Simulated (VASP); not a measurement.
# Ag7Br8 (a cell with a defect) in VASP: single point with PBE

Aim: the single point of Ag7Br8 (a cell with a defect) with PBE.

Program: VASP 6.6.1. These are calculated values, not measurements. Logs are shortened: lines on timing, memory, paths and dates and some standing lists are left out, and cuts for length are marked.

## Step 1: The cell of the first run

The cell holds a defect, 15 atoms: a = 8.099 Å, b = 8.099 Å, c = 8.099 Å, α = 60.00°, β = 60.00°, γ = 60.00°.

## Step 2: Single point, PBE

Input file INCAR:

```
SYSTEM = Ag7Br8
ALGO = Normal
EDIFF = 1E-7
ENCUT = 520
GGA = PE
ISIF = 2
ISMEAR = 1
LASPH = .TRUE.
LCHARG = .FALSE.
LREAL = Auto
LWAVE = .FALSE.
NBANDS = 80
NELM = 60
PREC = Accurate
SIGMA = 0.15
```

Input file KPOINTS:

```
k-points
0
G
  2 2 2
  0 0 0
```

Input file POSCAR:

```
Ag7Br8
1.0
    0.0000000000      5.7265540000      5.7265540000
    5.7265540000      0.0000000000      5.7265540000
    5.7265540000      5.7265540000      0.0000000000
Br Ag
8 7
Direct
    0.2532394700      0.2489545196      0.2512937973
    0.2528825363      0.2489077201      0.7475999528
    0.2495905915      0.7516715987      0.2489388906
    0.2525703940      0.7525586941      0.7467167864
    0.7488412752      0.2496035137      0.2516375468
    0.7512056116      0.2515180159      0.7491734995
    0.7486628084      0.7532638302      0.2505283282
    0.7489758239      0.7524367185      0.7480288320
    0.0005610704      0.0012462993     -0.0011345392
    0.0004043444      0.0011171640      0.4996201031
    0.0014170826      0.5005628167     -0.0002195037
    0.0009031610      0.5010947247      0.4991731502
    0.5007903532      0.0011500808     -0.0008519958
    0.5006677663      0.5012487440     -0.0005993133
    0.5006732670      0.5013289842      0.4988444185
```

Potentials or basis: VASP PAW PBE potentials, release 64 (Br, Ag).

On the command line:

```bash
$ cat potpaw_PBE.64/Br/POTCAR potpaw_PBE.64/Ag/POTCAR > POTCAR
$ mpirun -np 1 vasp_std > vasp.out
```

OUTCAR:

```text
SYSTEM = Ag7Br8
   EDIFF = 1E-7
   ENCUT = 520
   GGA = PE
   ISIF = 2
   ISMEAR = 1
   LASPH = .TRUE.
   LREAL = Auto
   NELM = 60
   PREC = Accurate

 ion  position               nearest neighbor table
   1  0.253  0.249  0.251-  14 2.86  13 2.86  12 2.86  10 2.87  11 2.88
   2  0.253  0.249  0.748-  13 2.86   9 2.86  15 2.86  12 2.87  11 2.89
   3  0.250  0.752  0.249-   9 2.86  12 2.86  14 2.86  10 2.86  13 2.87  15 2.87
   4  0.253  0.753  0.747-  15 2.86  10 2.86  14 2.87   9 2.87  11 2.88
   5  0.749  0.250  0.252-  15 2.86  10 2.86  14 2.87   9 2.87  11 2.88
   6  0.751  0.252  0.749-   9 2.86  12 2.86  10 2.86  14 2.86  13 2.87  15 2.87
   7  0.749  0.753  0.251-  13 2.86   9 2.86  15 2.86  12 2.87  11 2.88
   8  0.749  0.752  0.748-  14 2.86  13 2.86  10 2.86  12 2.86  11 2.89
   9  0.001  0.001  0.999-   6 2.86   3 2.86   7 2.86   2 2.86   4 2.87   5 2.87
  10  0.000  0.001  0.500-   4 2.86   5 2.86   6 2.86   8 2.86   3 2.86   1 2.87
  11  0.001  0.501  1.000-   4 2.88   1 2.88   7 2.88   5 2.88   2 2.89   8 2.89
  12  0.001  0.501  0.499-   3 2.86   6 2.86   1 2.86   8 2.86   2 2.87   7 2.87
  13  0.501  0.001  0.999-   7 2.86   2 2.86   8 2.86   1 2.86   3 2.87   6 2.87
  14  0.501  0.501  0.999-   8 2.86   1 2.86   6 2.86   3 2.86   5 2.87   4 2.87
  15  0.501  0.501  0.499-   5 2.86   4 2.86   7 2.86   2 2.86   6 2.87   3 2.87

  LATTYP: Found a face centered cubic cell.
 ALAT       =    11.4531080000

  Lattice vectors:

 A1 = (   0.0000000000,   5.7265540000,   5.7265540000)
 A2 = (   5.7265540000,   0.0000000000,   5.7265540000)
 A3 = (   5.7265540000,   5.7265540000,   0.0000000000)

Analysis of symmetry for initial positions (statically):
=====================================================================
 Subroutine PRICEL returns:
 Original cell was already a primitive cell.

 Routine SETGRP: Setting up the symmetry group for a
 face centered cubic supercell.

 Subroutine GETGRP returns: Found  1 space group operations
 (whereof  1 operations were pure point group operations)
 out of a pool of 48 trial point group operations.

The static configuration has the point symmetry C_1 .

Analysis of symmetry for dynamics (positions and initial velocities):
=====================================================================
 Subroutine PRICEL returns:
 Original cell was already a primitive cell.

 Routine SETGRP: Setting up the symmetry group for a
 face centered cubic supercell.

 Subroutine GETGRP returns: Found  1 space group operations
 (whereof  1 operations were pure point group operations)
 out of a pool of 48 trial point group operations.

The dynamic configuration has the point symmetry C_1 .

 Subroutine INISYM returns: Found  1 space group operations
 (whereof  1 operations are pure point group operations),
 and found     1 'primitive' translations

----------------------------------------------------------------------------------------

                                     Primitive cell

  volume of cell :     375.5866

  direct lattice vectors                    reciprocal lattice vectors
     0.000000000  5.726554000  5.726554000    -0.087312544  0.087312544  0.087312544
     5.726554000  0.000000000  5.726554000     0.087312544 -0.087312544  0.087312544
     5.726554000  5.726554000  0.000000000     0.087312544  0.087312544 -0.087312544

  length of vectors
     8.098570332  8.098570332  8.098570332     0.151229763  0.151229763  0.151229763

  position of ions in fractional coordinates (direct lattice)
     0.253239470  0.248954520  0.251293797
     0.252882536  0.248907720  0.747599953
     0.249590592  0.751671599  0.248938891
     0.252570394  0.752558694  0.746716786
     0.748841275  0.249603514  0.251637547
     0.751205612  0.251518016  0.749173500
     0.748662808  0.753263830  0.250528328
     0.748975824  0.752436719  0.748028832
     0.000561070  0.001246299  0.998865461
     0.000404344  0.001117164  0.499620103
     0.001417083  0.500562817  0.999780496
     0.000903161  0.501094725  0.499173150
     0.500790353  0.001150081  0.999148004
     0.500667766  0.501248744  0.999400687
     0.500673267  0.501328984  0.498844418

  ion indices of the primitive-cell ions
   primitive index   ion index
                 1           1
                 2           2
                 3           3
                 4           4
                 5           5
                 6           6
                 7           7
                 8           8
                 9           9
                10          10
                11          11
                12          12
                13          13
                14          14
                15          15

----------------------------------------------------------------------------------------

 KPOINTS: k-points

Automatic generation of k-mesh.
 Grid dimensions read from file:
 generate k-points for:    2    2    2

 Generating k-lattice:

  Cartesian coordinates                     Fractional coordinates (reciprocal lattice)
    -0.043656272  0.043656272  0.043656272     0.500000000  0.000000000  0.000000000
     0.043656272 -0.043656272  0.043656272     0.000000000  0.500000000  0.000000000
     0.043656272  0.043656272 -0.043656272     0.000000000  0.000000000  0.500000000

  Length of vectors
     0.075614881  0.075614881  0.075614881

  Shift w.r.t. Gamma in fractional coordinates (k-lattice)
     0.000000000  0.000000000  0.000000000

 Subroutine IBZKPT returns following result:
 ===========================================

 Found      8 irreducible k-points:

 Following reciprocal coordinates:
            Coordinates               Weight
  0.000000  0.000000  0.000000      1.000000
  0.500000  0.000000  0.000000      1.000000
  0.000000  0.500000  0.000000      1.000000
  0.000000  0.000000  0.500000      1.000000
  0.500000  0.500000  0.500000      1.000000
  0.500000  0.500000  0.000000      1.000000
  0.000000  0.500000  0.500000      1.000000
  0.500000  0.000000  0.500000      1.000000
   k-points           NKPTS =      8   k-points in BZ     NKDIM =      8   number of bands    NBANDS=     80
   number of dos      NEDOS =    301   number of ions     NIONS =     15
   total plane-waves  NPLWV = 216000
   dimension x,y,z NGX =    60 NGY =   60 NGZ =   60
   dimension x,y,z NGXF=   120 NGYF=  120 NGZF=  120
   ions per type =               8   7
   NGX,Y,Z   is equivalent  to a cutoff of  12.32, 12.32, 12.32 a.u.
   NGXF,Y,Z  is equivalent  to a cutoff of  24.63, 24.63, 24.63 a.u.
 SYSTEM =  Ag7Br8
   PREC   = accura    normal or accurate (medium, high low for compatibility)
   ISTART =      0    job   : 0-new  1-cont  2-samecut
   ICHARG =      2    charge: 1-file 2-atom 10-const
   ISPIN  =      1    spin polarized calculation?
   LNONCOLLINEAR =      F non collinear calculations
   LSORBIT =      F    spin-orbit coupling
   LASPH  =      T    aspherical Exc in radial PAW
   ENCUT  =  520.0 eV  38.22 Ry    6.18 a.u.  15.06 15.06 15.06*2*pi/ulx,y,z
   NELM   =     60;   NELMIN=  2; NELMDL= -5     # of ELM steps
   EDIFF  = 0.1E-06   stopping-criterion for ELM
   LREAL  =      T    real-space projection
   EDIFFG = 0.1E-05   stopping-criterion for IOM
   NSW    =      0    number of steps for IOM
   IBRION =     -1    ionic relax: 0-MD 1-quasi-New 2-CG
   NFREE  =      0    steps in history (QN), initial steepest desc. (CG)
   ISIF   =      2    stress and relaxation
   ISYM   =      2    0-nonsym 1-usesym 2-fastsym
   POTIM  = 0.5000    time-step for ionic-motion
   TEBEG  =    0.0;   TEEND  =   0.0 temperature during run
   PSTRESS=    0.0 pullay stress
   NELECT =     133.0000    total number of electrons
   NUPDOWN=      -1.0000    fix difference up-down
   EMIN   =  10.00;   EMAX   =-10.00  energy-range for DOS
   EFERMI =   0.00;   METHOD = LEGACY
   ISMEAR =     1;   SIGMA  =   0.15  broadening in eV -4-tet -1-fermi 0-gaus
   EFERMI_NEDOS =   21; number of points for ismear=-14 and -15
   IALGO  =     38    algorithm
   IMIX   =      4    mixing-type and parameters
     AMIX     =   0.40;   BMIX     =  1.00
     AMIX_MAG =   1.60;   BMIX_MAG =  1.00
  volume/ion in A,a.u.               =      25.04       168.97
  Fermi-wavevector in a.u.,A,eV,Ry     =   1.158214  2.188706 18.251656  1.341459
  Thomas-Fermi vector in A             =   2.294818
   LORBIT       =      0    0 simple, 1 ext, 2 COOP (PROOUT), +10 PAW based schemes
   GGA     = PE    functional components
   LHFCALC =     F    Hartree Fock is set to
   AEXX    =    0.0000 exact exchange contribution
   IVDW    =     0    specifies the selected vdW correction
   LEPSILON=     F    determine dielectric tensor
   LRPA    =     F    only Hartree local field effects (RPA)
 non-spin polarized calculation
 Methfessel and Paxton  Order N= 1 SIGMA  =   0.15
  energy-cutoff  :      520.00
  volume of cell :      375.59
 maximum number of plane-waves:     10140
   NGX = 31   NGY = 31   NGZ = 31

 number of electron     133.0000010 magnetization

 Free energy of the ion-electron system (eV)
  ---------------------------------------------------
  ext. energy  EPLUGINS =         0.00000000
  ---------------------------------------------------
  free energy    TOTEN  =       -36.80750367 eV

  energy without entropy =      -36.78703476  energy(sigma->0) =      -36.80068070

 E-fermi :   2.9356     XC(G=0):  -9.5122

 val. band max:        2.8916288735   @ k =   0.5000   0.5000   0.0000
 cond. band min:       2.9975888325   @ k =   0.0000   0.0000   0.0000
 fundamental gap:      0.1059599590
 Fermi energy:         2.9356355686

 k-point     1 :       0.0000    0.0000    0.0000
  band No.  band energies     occupation
      1     -12.0042      2.00000
      2     -11.7658      2.00000
      3     -11.5450      2.00000
      4     -11.3814      2.00000
      5     -11.3802      2.00000
      6     -11.3796      2.00000
[... 70 lines left out ...]
     77       9.6187      0.00000
     78       9.6193      0.00000

 k-point     2 :       0.5000    0.0000    0.0000
  band No.  band energies     occupation
      1     -11.8573      2.00000
      2     -11.8530      2.00000
      3     -11.5129      2.00000
      4     -11.4941      2.00000
      5     -11.3694      2.00000
      6     -11.3683      2.00000
[... 70 lines left out ...]
     77       9.3339      0.00000
     78       9.3503      0.00000
[... 403 lines left out ...]
     77       8.6977      0.00000
     78       8.6996      0.00000

 k-point     8 :       0.5000    0.0000    0.5000
  band No.  band energies     occupation
      1     -11.8713      2.00000
      2     -11.8011      2.00000
      3     -11.5535      2.00000
      4     -11.4191      2.00000
      5     -11.4179      2.00000
      6     -11.4101      2.00000
[... 70 lines left out ...]
     77       8.6952      0.00000
     78       8.7023      0.00000
 [bands above 78 left out]

------------------------ aborting loop because EDIFF is reached ----------------------------------------

  FORCE on cell =-STRESS in cart. coord.  units (eV):
  Direction    XX          YY          ZZ          XY          YZ          ZX
  --------------------------------------------------------------------------------------
  -------------------------------------------------------------------------------------
  Total        1.9385720      1.9291937      1.9168168     -0.0045619      0.0025868     -0.0082683
  in kB        8.2695605      8.2295547      8.1767574     -0.0194602      0.0110348     -0.0352708
  external PRESSURE =       8.2252909 kB  Pullay stress =       0.0000000 kB

 VOLUME and BASIS-vectors are now :
 -----------------------------------------------------------------------------
  energy-cutoff  :      520.00
  volume of cell :      375.59
      direct lattice vectors                 reciprocal lattice vectors
     0.000000000  5.726554000  5.726554000    -0.087312544  0.087312544  0.087312544
     5.726554000  0.000000000  5.726554000     0.087312544 -0.087312544  0.087312544
     5.726554000  5.726554000  0.000000000     0.087312544  0.087312544 -0.087312544

 POSITION                                       TOTAL-FORCE (eV/Angst)
 -----------------------------------------------------------------------------------
      2.86470      2.88924      2.87584         0.000259     -0.014412      0.000263
      5.70656      5.72932      2.87353         0.013284      0.001614      0.001251
      5.73005      2.85486      5.73378        -0.003498      0.003360     -0.000952
      8.58568      5.72247      5.75593         0.001190      0.004701     -0.007641
      2.87038      5.72930      5.71765        -0.000599     -0.000543      0.015943
      5.73051      8.59200      5.74215         0.001348     -0.000007      0.003603
      5.74827      5.72192      8.60086        -0.010380      0.003408     -0.000912
      8.59250      8.57268      8.59792        -0.000315      0.007612     -0.003446
      5.72719      5.72327      0.01035         0.001597      0.000913      0.000254
      2.86750      2.86342      0.00871        -0.002141     -0.001030      0.001816
      8.59180      5.73341      2.87462        -0.002829     -0.002525     -0.003188
      5.72809      2.86371      2.87472         0.001935     -0.000653     -0.001579
      5.72826      8.58948      2.87439        -0.000313     -0.000827     -0.001322
      8.59355      8.59022      5.73753        -0.000162     -0.000594     -0.000949
      5.72755      5.72379      5.73802         0.000625     -0.001016     -0.003141
 -----------------------------------------------------------------------------------
    total drift:                                0.005870      0.000583      0.034946

  FREE ENERGIE OF THE ION-ELECTRON SYSTEM (eV)
  ---------------------------------------------------
  free  energy   TOTEN  =       -36.8075036743 eV

  energy  without entropy=      -36.7870347642  energy(sigma->0) =      -36.80068070
```

Run time: 12 min. Hardware: 1 thread of Intel Xeon 8259CL, shared host; peak memory 0.55 GiB.

Results:

```yaml
Free_energy: -36.8075 eV
Pressure: 0.8 GPa
Largest_force: 0.016 eV/Å
Band_gap_on_the_k_mesh: zero (an odd number of electrons rules out a gap without spin polarisation)
```

Forces on the atoms (eV/Å):
```
Br   0.000 -0.014  0.000
Br   0.013  0.002  0.001
Br  -0.003  0.003 -0.001
Br   0.001  0.005 -0.008
Br  -0.001 -0.001  0.016
Br   0.001  0.000  0.004
Br  -0.010  0.003 -0.001
Br   0.000  0.008 -0.003
Ag   0.002  0.001  0.000
Ag  -0.002 -0.001  0.002
Ag  -0.003 -0.003 -0.003
Ag   0.002 -0.001 -0.002
Ag   0.000 -0.001 -0.001
Ag   0.000 -0.001 -0.001
Ag   0.001 -0.001 -0.003
```

Levels at points of the mesh, in eV from the Fermi level:
```tsv
k point	band 65	band 66	band 67	band 68	band 69	band 70
(0.00, 0.00, 0.00)	0.06	0.06	0.06	0.90	1.62	1.62
(0.50, 0.00, 0.00)	-0.80	-0.33	-0.33	3.06	3.07	3.45
(0.00, 0.50, 0.00)	-0.80	-0.33	-0.32	3.06	3.07	3.45
(0.00, 0.00, 0.50)	-0.80	-0.33	-0.33	3.06	3.07	3.45
(0.50, 0.50, 0.50)	-0.80	-0.33	-0.32	3.06	3.07	3.45
(0.50, 0.50, 0.00)	-0.11	-0.11	-0.04	3.38	3.50	3.86
(0.00, 0.50, 0.50)	-0.11	-0.11	-0.04	3.38	3.50	3.86
(0.50, 0.00, 0.50)	-0.11	-0.11	-0.04	3.38	3.50	3.86
```

Caveat: the k points lie up to 0.48 Å⁻¹ apart, too coarse for converged energies and pressures of a metal; an odd number of electrons without spin polarisation forces a metal; a magnetic or distorted state may lie lower.

The gap in the log of VASP goes by the Fermi energy; the results here count the filled bands.